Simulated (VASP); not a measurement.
Runs of VASP 6.6.1 on ZrS2. The structure is that of space group P-3m1 (No. 164), or close to it. The cells are those of the table. 

```csv
cell,gap on the mesh (eV),pressure (GPa),largest force (eV/Å)
"a = 3.641, b = 3.641, c = 5.959 Å, angles 90.0, 90.0, 120.0°, 3 atoms",0.92,-0.9,0.19
"a = 3.691, b = 3.691, c = 6.041 Å, angles 90.0, 90.0, 120.0°, 3 atoms",0.95,-4.5,0.29
"a = 3.590, b = 3.590, c = 5.875 Å, angles 90.0, 90.0, 120.0°, 3 atoms",(c),(b),0.74
"a = 3.740, b = 3.740, c = 6.121 Å, angles 90.0, 90.0, 120.0°, 3 atoms",0.96,-7.4,0.70
"a = 3.787, b = 3.787, c = 6.198 Å, angles 90.0, 90.0, 120.0°, 3 atoms",0.97,(a),1.06
```

Alike in all rows: task single point; level LDA; potentials or basis VASP PAW LDA potentials, release 64 (Zr_sv, S); no spin polarisation; k mesh 6 × 6 × 4; cutoff (eV) 500; smearing gaussian 0.01 eV.

Q: Fill in the values left out.

A: (a) -9.7; (b) 3.6; (c) 0.87.

Caveats: the cell stands under tension (at least some runs); the cell stands under pressure (at least some runs); forces of over 1 eV/Å act on the atoms, so gaps and moduli don't describe the material at rest (at least some runs).

A k mesh can miss the band edges, and the runs leave out spin-orbit coupling on Zr.
